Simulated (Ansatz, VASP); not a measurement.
# PbC in VASP and in Ansatz

```
C Pb
1.0
     3.15233    0.00000    0.00000
     0.00000    3.15233    0.00000
     0.00000    0.00000    3.15233
C Pb
1 1
Direct
  0.00000 0.00000 0.00000
  0.50000 0.50000 0.50000
```

Alike in both runs: task single point; functional PBEsol; k mesh 6 × 6 × 6; occupations gaussian, width 0.05 eV; no spin polarisation.

|  | VASP | Ansatz |
| --- | --- | --- |
| version | VASP 6.6.1 | Ansatz 0.2.0 |
| potentials or method | VASP PAW PBE potentials, release 64 (C, Pb_d), cutoff 600 eV | scalar-relativistic, plane waves, PAW |
| valence electrons in the cell | 18 | 18 |

VASP gave:

| Item | Value |
| --- | --- |
| gap on the k mesh at the Fermi level (eV) | none |
| pressure (GPa) | 6.2 |

Task: What did Ansatz give for the same quantities?

Result: gap on the k mesh at the Fermi level (eV): none; pressure (GPa): 6.1.

VASP's potentials were made for PBE, not for PBEsol. A gap of «none» marks a metal or a gap that the smearing closes.

Spin-orbit coupling is off throughout.
